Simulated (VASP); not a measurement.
Wanted: the native input for a VASP 6.6.1 run.

- Task: single point
- Functional: LDA
- Potentials or basis: VASP PAW LDA potentials, release 64 (Co)
- Cutoff: 520 eV
- k mesh: 14 × 14 × 8
- Occupations: fermi-dirac, width 0.25 eV
- Spin: collinear spin, ferromagnetic start
- Starting moments: [3.2, 3.2] μB
- Dipole correction: no
- Further INCAR settings: ALGO = Normal; EDIFF = 1e-06; NBANDS = 20

The structure of Co lies in POSCAR:

```
Co
1.0
    2.4873648700      0.0000000000      0.0000000000
   -1.2436824400      2.1541211700      0.0000000000
    0.0000000000      0.0000000000      4.0632895000
Co
2
Direct
    0.6666666700      0.3333333300      0.2598610000
    0.3333333300      0.6666666700      0.7401390000
```

One way to write it, as run:

INCAR

```
ALGO = Normal
EDIFF = 1E-6
ENCUT = 520
ISIF = 2
ISMEAR = -1
ISPIN = 2
LASPH = True
LCHARG = True
LELF = True
LMAXMIX = 4
LORBIT = 11
LREAL = False
LVHAR = True
LWAVE = False
MAGMOM = 3.2 3.2
NBANDS = 20
NELM = 150
PREC = Accurate
SIGMA = 0.25
```

KPOINTS

```
k-points
0
Gamma
  14 14 8
```

Potentials or basis: VASP PAW LDA potentials, release 64 (Co).

Command:

```console
$ cat potpaw_LDA.64/Co/POTCAR > POTCAR
$ mpirun -np 1 vasp_std > vasp.out
```

It gave:

```json
{
  "Pressure": "-19.4 GPa",
  "Largest force": "0.482 eV/Å",
  "Net moment": "2.49 μB per cell",
  "Site moments": "Co +1.25 μB",
  "Valence electrons inside the program's atomic spheres": "Co 8.28"
}
```

Caveat: the cell stands under tension.

Wall time 96 s on 1 thread of Intel(R) Xeon(R) 6975P-C (Granite Rapids), with other jobs on the host, peak memory 0.2 GiB.
